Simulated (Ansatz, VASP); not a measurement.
## Cu: VASP beside Ansatz

```xyz
1
Lattice="-1.4316 1.4316 1.4316 1.4316 -1.4316 1.4316 1.4316 1.4316 -1.4316" Properties=species:S:1:pos:R:3 pbc="T T T"
Cu    0.0000    0.0000    0.0000
```

Alike in both runs: task single point; functional BLYP; k mesh 17 × 17 × 17; occupations fermi-dirac, width 0.1 eV; no spin polarisation.

```csv
,VASP,Ansatz
version,VASP 6.6.1,Ansatz 0.2.0
potentials or method,"VASP PAW PBE potentials, release 64 (Cu), cutoff 520 eV","plane waves (420 eV) with PAW, scalar-relativistic"
valence electrons in the cell,11,19
```

```tsv
	VASP	Ansatz	Ansatz less VASP
pressure (GPa)	12.3	11.7	-0.66
```

VASP's potentials were made for PBE, not for BLYP. VASP's potentials hold 11 valence electrons a cell and Ansatz's 19, so a difference there can come from the potentials and not from the codes.
